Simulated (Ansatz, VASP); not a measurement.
# Cu2PbS4: VASP beside Ansatz

```
CELL_PARAMETERS angstrom
5.32385 0.00000 0.00000
0.00000 5.32385 0.00000
0.00000 0.00000 5.53043
ATOMIC_POSITIONS crystal
Cu 0.50000 0.00000 0.00000
Cu 0.00000 0.50000 0.00000
Pb 0.00000 0.00000 0.50000
S 0.71488 0.71488 0.21883
S 0.71488 0.28512 0.78117
S 0.28512 0.28512 0.21883
S 0.28512 0.71488 0.78117
```

Alike in both runs: functional PBE; k mesh 2 × 2 × 2; occupations gaussian, width 0.15 eV; collinear spin.

Ansatz relaxed the structure, and its values are those at the end. VASP's run is a single point on that final structure, the one shown.

```csv
,VASP,Ansatz
version,VASP 6.6.1,Ansatz 0.2.0
potentials or method,"VASP PAW PBE potentials, release 64 (Cu, Pb_d, S), cutoff 520 eV","scalar-relativistic, plane waves, PAW"
valence electrons in the cell,60,76
```

Ansatz gave:

```
gap on the k mesh at the Fermi level (eV) : none
pressure (GPa)                            : 0.2
rms of the force components (eV/Å)        : 0.018
net moment per atom (μB)                  : 0.00
```

**Question.** Which values does VASP return?

**Answer.** gap on the k mesh at the Fermi level (eV): none; pressure (GPa): 0.2; rms of the force components (eV/Å): 0.011; net moment per atom (μB): 0.00.

A gap of «none» marks a metal or a gap that the smearing closes. With one functional, cell and mesh, what is left measures potentials, basis and numerics. VASP's potentials hold 60 valence electrons a cell and Ansatz's 76, so a difference there can come from the potentials and not from the codes. Ansatz's warnings: seeded moment not kept.

The k mesh is coarse, so the values compare programs but aren't converged. Neither program's run includes spin-orbit coupling.
